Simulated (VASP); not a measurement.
Input of a VASP 6.6.1 run:

File INCAR:

```
  PREC = Accurate
  ENCUT = 520
  EDIFF = 1E-6
  ISMEAR = 0
  SIGMA = 0.02
  LREAL = False
  LASPH = True
  NELM = 100
  ALGO = Normal
  ISIF = 2
  LWAVE = False
  LCHARG = False
  GGA = PE
  NBANDS = 36
```

Contents of KPOINTS:

```
Automatic mesh
0
Gamma
  6 6 6
```

POSCAR

```
SiC
1.0
   -3.1412620094      3.1412620094      3.1412620094
    3.1412620094     -3.1412620094      3.1412620094
    3.1412620094      3.1412620094     -3.1412620094
Si C
6 6
Direct
    0.1250000000      0.7500000000      0.8750000000
    0.6250000000      0.3750000000      0.2500000000
    0.7500000000      0.8750000000      0.1250000000
    0.8750000000      0.1250000000      0.7500000000
    0.3750000000      0.2500000000      0.6250000000
    0.2500000000      0.6250000000      0.3750000000
    0.7500000000      0.3750000000      0.6250000000
    0.1250000000      0.8750000000      0.2500000000
    0.2500000000      0.1250000000      0.8750000000
    0.3750000000      0.6250000000      0.7500000000
    0.8750000000      0.2500000000      0.1250000000
    0.6250000000      0.7500000000      0.3750000000
```

Potentials or basis: VASP PAW PBE potentials, release 64 (Si, C).

Command:

```sh
$ cat potpaw_PBE.64/Si/POTCAR potpaw_PBE.64/C/POTCAR > POTCAR
$ mpirun -np 1 vasp_std > vasp.out
```

**Question.** What does it give for the band gap on the k mesh?

**Answer.** 0.62 eV.

**Question.** Predict the pressure.

**Answer.** 0.0 GPa.

A k mesh can miss the band edges.
